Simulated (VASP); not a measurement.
# Hf3Rh (Pm-3m) in VASP: notebook

Runs on Hf3Rh. Level: PBE. Tasks: single point, relaxation of cell and atoms.

All numbers are computed with VASP 6.6.1; they aren't measurements. Logs are shortened: lines on timing, memory, paths and dates and some standing lists are left out, and cuts for length are marked.

**1. The cell of the first run**

Symmetry: Pm-3m, No. 221, cubic system. Conventional cell: a = 4.119 Å, b = 4.119 Å, c = 4.119 Å, α = 90.00°, β = 90.00°, γ = 90.00°. Hf (site symmetry 4/mmm) has 8 Hf at 2.91 Å and 4 Rh at 2.91 Å within 3.8 Å. Within 3.8 Å of Rh (site symmetry m-3m) lie 12 Hf at 2.91 Å.

**2. Single point, PBE**

INCAR reads:

```
PREC     = Accurate       # precision mode
ENCUT    = 520            # plane-wave cutoff, eV
EDIFF    = 1E-7           # SCF threshold, eV
ISMEAR   = 0              # smearing method
SIGMA    = 0.1            # smearing width, eV
LREAL    = False          # projectors in reciprocal space
LASPH    = True           # aspherical terms in the spheres
NELM     = 80             # most SCF steps
ALGO     = Fast           # electronic algorithm
ISIF     = 2              # what is computed and relaxed
LWAVE    = False          # write WAVECAR
LCHARG   = False          # write CHGCAR
GGA      = PE             # functional
NBANDS   = 30             # bands
```

KPOINTS reads:

```
Automatic mesh
0
Gamma
  4 4 4
```

POSCAR reads:

```
Hf3Rh
1.0
    4.1194252475      0.0000000000      0.0000000000
    0.0000000000      4.1194252475      0.0000000000
    0.0000000000      0.0000000000      4.1194252475
Hf Rh
3 1
Direct
    0.0000000000      0.5000000000      0.5000000000
    0.5000000000      0.0000000000      0.5000000000
    0.5000000000      0.5000000000      0.0000000000
    0.0000000000      0.0000000000      0.0000000000
```

Potentials or basis: VASP PAW PBE potentials, release 64 (Hf_pv, Rh_pv).

Started as:

```bash
$ cat potpaw_PBE.64/Hf_pv/POTCAR potpaw_PBE.64/Rh_pv/POTCAR > POTCAR
$ mpirun -np 1 vasp_std > vasp.out
```

OUTCAR:

```text
PREC = Accurate
   ENCUT = 520
   EDIFF = 1E-7
   ISMEAR = 0
   LREAL = False
   LASPH = True
   NELM = 80
   ISIF = 2
   GGA = PE

 ion  position               nearest neighbor table
   1  0.000  0.500  0.500-   2 2.91   3 2.91   4 2.91   3 2.91   4 2.91   2 2.91   4 2.91   4 2.91
                             2 2.91   3 2.91   3 2.91   2 2.91
   2  0.500  0.000  0.500-   1 2.91   3 2.91   4 2.91   3 2.91   4 2.91   1 2.91   3 2.91   3 2.91
                             1 2.91   4 2.91   4 2.91   1 2.91
   3  0.500  0.500  0.000-   1 2.91   2 2.91   4 2.91   1 2.91   2 2.91   2 2.91   4 2.91   2 2.91
                             1 2.91   4 2.91   1 2.91   4 2.91
   4  0.000  0.000  0.000-   1 2.91   2 2.91   3 2.91   1 2.91   2 2.91   1 2.91   3 2.91   1 2.91
                             2 2.91   3 2.91   2 2.91   3 2.91

  LATTYP: Found a simple cubic cell.
 ALAT       =     4.1194252475

  Lattice vectors:

 A1 = (   4.1194252475,   0.0000000000,   0.0000000000)
 A2 = (   0.0000000000,   4.1194252475,   0.0000000000)
 A3 = (   0.0000000000,   0.0000000000,   4.1194252475)

Analysis of symmetry for initial positions (statically):
=====================================================================
 Subroutine PRICEL returns:
 Original cell was already a primitive cell.

 Routine SETGRP: Setting up the symmetry group for a
 simple cubic supercell.

 Subroutine GETGRP returns: Found 48 space group operations
 (whereof 48 operations were pure point group operations)
 out of a pool of 48 trial point group operations.

The static configuration has the point symmetry O_h .

Analysis of symmetry for dynamics (positions and initial velocities):
=====================================================================
 Subroutine PRICEL returns:
 Original cell was already a primitive cell.

 Routine SETGRP: Setting up the symmetry group for a
 simple cubic supercell.

 Subroutine GETGRP returns: Found 48 space group operations
 (whereof 48 operations were pure point group operations)
 out of a pool of 48 trial point group operations.

The dynamic configuration has the point symmetry O_h .

 Subroutine INISYM returns: Found 48 space group operations
 (whereof 48 operations are pure point group operations),
 and found     1 'primitive' translations

----------------------------------------------------------------------------------------

                                     Primitive cell

  volume of cell :      69.9053

  direct lattice vectors                    reciprocal lattice vectors
     4.119425247  0.000000000  0.000000000     0.242752311  0.000000000  0.000000000
     0.000000000  4.119425247  0.000000000     0.000000000  0.242752311  0.000000000
     0.000000000  0.000000000  4.119425247     0.000000000  0.000000000  0.242752311

  length of vectors
     4.119425247  4.119425247  4.119425247     0.242752311  0.242752311  0.242752311

  position of ions in fractional coordinates (direct lattice)
     0.000000000  0.500000000  0.500000000
     0.500000000  0.000000000  0.500000000
     0.500000000  0.500000000  0.000000000
     0.000000000  0.000000000  0.000000000

  ion indices of the primitive-cell ions
   primitive index   ion index
                 1           1
                 2           2
                 3           3
                 4           4

----------------------------------------------------------------------------------------

 KPOINTS: Automatic mesh

Automatic generation of k-mesh.
 Grid dimensions read from file:
 generate k-points for:    4    4    4

 Generating k-lattice:

  Cartesian coordinates                     Fractional coordinates (reciprocal lattice)
     0.060688078  0.000000000  0.000000000     0.250000000  0.000000000  0.000000000
     0.000000000  0.060688078  0.000000000     0.000000000  0.250000000  0.000000000
     0.000000000  0.000000000  0.060688078     0.000000000  0.000000000  0.250000000

  Length of vectors
     0.060688078  0.060688078  0.060688078

  Shift w.r.t. Gamma in fractional coordinates (k-lattice)
     0.000000000  0.000000000  0.000000000

 Subroutine IBZKPT returns following result:
 ===========================================

 Found     10 irreducible k-points:

 Following reciprocal coordinates:
            Coordinates               Weight
  0.000000  0.000000  0.000000      1.000000
  0.250000  0.000000  0.000000      6.000000
  0.500000  0.000000  0.000000      3.000000
  0.250000  0.250000  0.000000     12.000000
  0.500000  0.250000  0.000000     12.000000
  0.500000  0.500000  0.000000      3.000000
  0.250000  0.250000  0.250000      8.000000
  0.500000  0.250000  0.250000     12.000000
  0.500000  0.500000  0.250000      6.000000
  0.500000  0.500000  0.500000      1.000000
   k-points           NKPTS =     10   k-points in BZ     NKDIM =     10   number of bands    NBANDS=     30
   number of dos      NEDOS =    301   number of ions     NIONS =      4
   total plane-waves  NPLWV =  32768
[... 71 lines left out ...]

 k-point     1 :       0.0000    0.0000    0.0000
  band No.  band energies     occupation
      1     -39.1018      2.00000
      2     -39.1018      2.00000
      3     -39.1018      2.00000
      4     -23.5558      2.00000
      5     -23.5558      2.00000
      6     -23.5558      2.00000
[... 22 lines left out ...]
     29      12.3801      0.00000
     30      12.3801      0.00000

 k-point     2 :       0.2500    0.0000    0.0000
  band No.  band energies     occupation
      1     -39.1021      2.00000
      2     -39.1014      2.00000
      3     -39.1014      2.00000
      4     -23.4688      2.00000
      5     -23.4688      2.00000
      6     -23.4167      2.00000
[... 22 lines left out ...]
     29      12.1098      0.00000
     30      12.3383      0.00000

 k-point     3 :       0.5000    0.0000    0.0000
  band No.  band energies     occupation
      1     -39.1024      2.00000
      2     -39.1011      2.00000
      3     -39.1011      2.00000
      4     -23.3501      2.00000
      5     -23.3501      2.00000
      6     -23.0891      2.00000
[... 22 lines left out ...]
     29      10.5511      0.00000
     30      10.8961      0.00000

 k-point     4 :       0.2500    0.2500    0.0000
  band No.  band energies     occupation
      1     -39.1027      2.00000
      2     -39.1017      2.00000
      3     -39.1011      2.00000
      4     -23.5341      2.00000
      5     -23.3744      2.00000
      6     -23.2020      2.00000
[... 22 lines left out ...]
     29      11.5796      0.00000
     30      12.2472      0.00000

 k-point     5 :       0.5000    0.2500    0.0000
  band No.  band energies     occupation
      1     -39.1030      2.00000
      2     -39.1023      2.00000
      3     -39.1007      2.00000
      4     -23.4328      2.00000
      5     -23.3317      2.00000
      6     -23.2357      2.00000
[... 22 lines left out ...]
     29      10.0057      0.00000
     30      10.9540      0.00000

 k-point     6 :       0.5000    0.5000    0.0000
  band No.  band energies     occupation
      1     -39.1036      2.00000
      2     -39.1036      2.00000
      3     -39.1003      2.00000
      4     -23.4964      2.00000
      5     -23.4727      2.00000
      6     -22.9626      2.00000
[... 22 lines left out ...]
     29      10.0831      0.00000
     30      10.2038      0.00000

 k-point     7 :       0.2500    0.2500    0.2500
  band No.  band energies     occupation
      1     -39.1028      2.00000
      2     -39.1028      2.00000
      3     -39.1014      2.00000
      4     -23.6650      2.00000
      5     -23.2415      2.00000
      6     -23.2415      2.00000
[... 22 lines left out ...]
     29      11.7128      0.00000
     30      11.7132      0.00000

 k-point     8 :       0.5000    0.2500    0.2500
  band No.  band energies     occupation
      1     -39.1036      2.00000
      2     -39.1029      2.00000
      3     -39.1020      2.00000
      4     -23.6740      2.00000
      5     -23.3483      2.00000
      6     -23.2831      2.00000
[... 22 lines left out ...]
     29      11.5890      0.00000
     30      11.8069      0.00000

 k-point     9 :       0.5000    0.5000    0.2500
  band No.  band energies     occupation
      1     -39.1042      2.00000
      2     -39.1042      2.00000
      3     -39.1026      2.00000
      4     -23.7910      2.00000
      5     -23.4621      2.00000
      6     -23.3077      2.00000
[... 22 lines left out ...]
     29      11.5964      0.00000
     30      11.5968      0.00000

 k-point    10 :       0.5000    0.5000    0.5000
  band No.  band energies     occupation
      1     -39.1048      2.00000
      2     -39.1048      2.00000
      3     -39.1048      2.00000
      4     -23.9725      2.00000
      5     -23.4515      2.00000
      6     -23.4515      2.00000
[... 22 lines left out ...]
     29      11.7517      0.00000
     30      11.7517      0.00000

------------------------ aborting loop because EDIFF is reached ----------------------------------------

  FORCE on cell =-STRESS in cart. coord.  units (eV):
  Direction    XX          YY          ZZ          XY          YZ          ZX
  --------------------------------------------------------------------------------------
  -------------------------------------------------------------------------------------
  Total        9.1115361      9.1115361      9.1115361     -0.0000000      0.0000000     -0.0000000
  in kB      208.8297191    208.8297191    208.8297191     -0.0000000      0.0000000     -0.0000000
  external PRESSURE =     208.8297191 kB  Pullay stress =       0.0000000 kB

 VOLUME and BASIS-vectors are now :
 -----------------------------------------------------------------------------
  energy-cutoff  :      520.00
  volume of cell :       69.91
      direct lattice vectors                 reciprocal lattice vectors
     4.119425247  0.000000000  0.000000000     0.242752311  0.000000000  0.000000000
     0.000000000  4.119425247  0.000000000     0.000000000  0.242752311  0.000000000
     0.000000000  0.000000000  4.119425247     0.000000000  0.000000000  0.242752311

 POSITION                                       TOTAL-FORCE (eV/Angst)
 -----------------------------------------------------------------------------------
      0.00000      2.05971      2.05971         0.000000      0.000000      0.000000
      2.05971      0.00000      2.05971         0.000000      0.000000      0.000000
      2.05971      2.05971      0.00000         0.000000      0.000000      0.000000
      0.00000      0.00000      0.00000         0.000000      0.000000      0.000000
 -----------------------------------------------------------------------------------
    total drift:                                0.000000     -0.000000     -0.000000

  FREE ENERGIE OF THE ION-ELECTRON SYSTEM (eV)
  ---------------------------------------------------
  free  energy   TOTEN  =       -37.2933991478 eV

  energy  without entropy=      -37.2740102530  energy(sigma->0) =      -37.28370470
```

Wall time 45 s (1 thread of Oxide Virtual Turin-like, shared host); peak memory 0.15 GiB.

Results:

```yaml
Free_energy: -37.2934 eV
Pressure: 20.9 GPa
Band_gap_on_the_k_mesh: zero (an odd number of electrons rules out a gap without spin polarisation)
```

Levels at points of the mesh, in eV from the Fermi level:
| k point | band 20 | band 21 | band 22 | band 23 | band 24 | band 25 |
| --- | --- | --- | --- | --- | --- | --- |
| (0.00, 0.00, 0.00) | -0.29 | -0.29 | -0.29 | 1.38 | 1.38 | 3.51 |
| (0.50, 0.00, 0.00) | -1.72 | -1.40 | -0.77 | -0.77 | 1.63 | 1.72 |
| (0.50, 0.50, 0.00) | -1.88 | -1.29 | -1.06 | -0.46 | -0.44 | -0.44 |
| (0.50, 0.50, 0.50) | -0.83 | -0.83 | 1.03 | 1.03 | 1.03 | 1.13 |

Caveat: the k points lie up to 0.38 Å⁻¹ apart, too coarse for converged energies and pressures of a metal; spin-orbit coupling is left out, which moves the levels of the heavy elements.

**3. Single point, PBE**

This run uses another cell than the first one, of 19.89 Å³/atom.

INCAR reads:

```
PREC = Accurate
ENCUT = 520
EDIFF = 1E-6
ISMEAR = 0
SIGMA = 0.1
LREAL = F
LASPH = T
NELM = 80
ALGO = Normal
ISIF = 2
LWAVE = F
LCHARG = F
GGA = PE
NBANDS = 30
```

KPOINTS reads:

```
regular mesh
0
Gamma
  4 4 4
```

POSCAR reads:

```
Hf3Rh
1.0
    4.3011694132      0.0000000000      0.0000000000
    0.0000000000      4.3011694132      0.0000000000
    0.0000000000      0.0000000000      4.3011694132
Hf Rh
3 1
Direct
    0.0000000000      0.5000000000      0.5000000000
    0.5000000000      0.0000000000      0.5000000000
    0.5000000000      0.5000000000      0.0000000000
    0.0000000000      0.0000000000      0.0000000000
```

Potentials or basis: VASP PAW PBE potentials, release 64 (Hf_pv, Rh_pv).

Started as:

```bash
$ cat potpaw_PBE.64/Hf_pv/POTCAR potpaw_PBE.64/Rh_pv/POTCAR > POTCAR
$ mpirun -np 1 vasp_std > vasp.out
```

It took 29 s on 1 thread of Oxide Virtual Turin-like, shared host; peak memory 0.15 GiB.

It converged, with:

| Property | Result |
| --- | --- |
| Free energy | -37.8313 eV |
| Pressure | -0.9 GPa |
| Band gap on the k mesh | zero (an odd number of electrons rules out a gap without spin polarisation) |

Levels at points of the mesh, in eV from the Fermi level:
```
           k point  band 19  band 20  band 21  band 22  band 23  band 24  band 25  band 26
(0.00, 0.00, 0.00)    -3.32    -0.18    -0.18    -0.18     1.16     1.16     2.79     2.79
(0.50, 0.00, 0.00)    -2.26    -1.52    -1.06    -0.66    -0.66     1.44     1.44     1.53
(0.50, 0.50, 0.00)    -2.29    -1.60    -1.27    -0.78    -0.45    -0.23    -0.23     1.87
(0.50, 0.50, 0.50)    -0.71    -0.71    -0.71     0.65     0.65     0.65     0.98     1.11
```

Caveat: the k points lie up to 0.37 Å⁻¹ apart, too coarse for converged energies and pressures of a metal; spin-orbit coupling is left out, which moves the levels of the heavy elements.

**4. Relaxation of cell and atoms, PBE**

INCAR reads:

```
SYSTEM = Hf3Rh
ALGO     = Fast           ! electronic algorithm
EDIFF    = 1E-7           ! SCF threshold, eV
EDIFFG   = -0.04          ! ionic threshold
ENCUT    = 600            ! plane-wave cutoff, eV
GGA      = PE             ! functional
IBRION   = 2              ! ionic algorithm
ISIF     = 3              ! what is computed and relaxed
ISMEAR   = 0              ! smearing method
LASPH    = .TRUE.         ! aspherical terms in the spheres
LCHARG   = .FALSE.        ! write CHGCAR
LREAL    = .FALSE.        ! projectors in reciprocal space
LWAVE    = .FALSE.        ! write WAVECAR
NELM     = 60             ! most SCF steps
NSW      = 90             ! ionic steps
PREC     = Accurate       ! precision mode
SIGMA    = 0.1            ! smearing width, eV
```

KPOINTS reads:

```
k-points
0
G
  4 4 4
  0 0 0
```

POSCAR reads:

```
Hf3Rh
1.0
    4.1194252475      0.0000000000      0.0000000000
    0.0000000000      4.1194252475      0.0000000000
    0.0000000000      0.0000000000      4.1194252475
Hf Rh
3 1
Direct
    0.0000000000      0.5000000000      0.5000000000
    0.5000000000      0.0000000000      0.5000000000
    0.5000000000      0.5000000000      0.0000000000
    0.0000000000      0.0000000000      0.0000000000
```

Started as:

```bash
$ cat potpaw_PBE.64/Hf_pv/POTCAR potpaw_PBE.64/Rh_pv/POTCAR > POTCAR
$ mpirun -np 1 vasp_std > vasp.out
```

Run time: 4.8 min. Hardware: 1 thread of Oxide Virtual Turin-like, shared host; peak memory 0.18 GiB.

It converged, with:

```yaml
Free_energy: -37.8297 eV
Relaxed_volume: 19.77 Å³/atom
Relaxed_cell: a = 4.292 Å, b = 4.292 Å, c = 4.292 Å, α = 90.00°, β = 90.00°, γ = 90.00°
Space_group_after_relaxing_to_0.1_Å: Pm-3m (No. 221)
Energy_gained_by_relaxing: 133.9 meV/atom
Ionic_steps: 4
Pressure_after_relaxing: -0.1 GPa
Band_gap_on_the_k_mesh: zero (an odd number of electrons rules out a gap without spin polarisation)
```

Step by step:
| step | energy change (eV) | largest force (eV/Å) | pressure (GPa) | volume (Å³) |
| --- | --- | --- | --- | --- |
| 1 | 0.0000 | 0.0000 | 20.86 | 69.91 |
| 2 | 0.5012 | 0.0000 | -17.05 | 95.55 |
| 3 | -0.5344 | 0.0000 | -0.79 | 79.49 |
| 4 | -0.5356 | 0.0000 | -0.11 | 79.08 |

Final structure:
```xyz
4
Lattice="4.2922 0.0000 0.0000 0.0000 4.2922 0.0000 0.0000 0.0000 4.2922" Properties=species:S:1:pos:R:3 pbc="T T T"
Hf    0.0000    2.1461    2.1461
Hf    2.1461    0.0000    2.1461
Hf    2.1461    2.1461    0.0000
Rh    0.0000    0.0000    0.0000
```

Levels at points of the mesh, in eV from the Fermi level:
| k point | band 20 | band 21 | band 22 | band 23 | band 24 | band 25 |
| --- | --- | --- | --- | --- | --- | --- |
| (0.00, 0.00, 0.00) | -0.19 | -0.19 | -0.19 | 1.17 | 1.17 | 2.82 |
| (0.50, 0.00, 0.00) | -1.53 | -1.08 | -0.66 | -0.66 | 1.46 | 1.46 |
| (0.50, 0.50, 0.00) | -1.61 | -1.28 | -0.79 | -0.45 | -0.24 | -0.24 |
| (0.50, 0.50, 0.50) | -0.71 | -0.71 | 0.66 | 0.66 | 0.66 | 1.00 |

Caveat: the k points lie up to 0.37 Å⁻¹ apart in the final cell, too coarse for converged energies and pressures of a metal; spin-orbit coupling is left out, which moves the levels of the heavy elements.

**5. Summary**

```csv
task,cell,cutoff (eV),gap on the mesh (eV),pressure (GPa)
single point,"a = 4.119 Å, 4 atoms",520,none,20.9
single point,"a = 4.301 Å, 4 atoms",520,none,-0.9
relaxation of cell and atoms,"relaxed from a = 4.119 Å, 4 atoms",600,none,-0.1
```

Alike in all rows: level PBE; potentials or basis VASP PAW PBE potentials, release 64 (Hf_pv, Rh_pv); no spin polarisation; k mesh 4 × 4 × 4; smearing gaussian 0.1 eV.

Caveats: all runs use coarse meshes; spin-orbit coupling is left out, which moves the levels of the heavy elements.

Absolute energies hang on the potentials; compare differences alone.
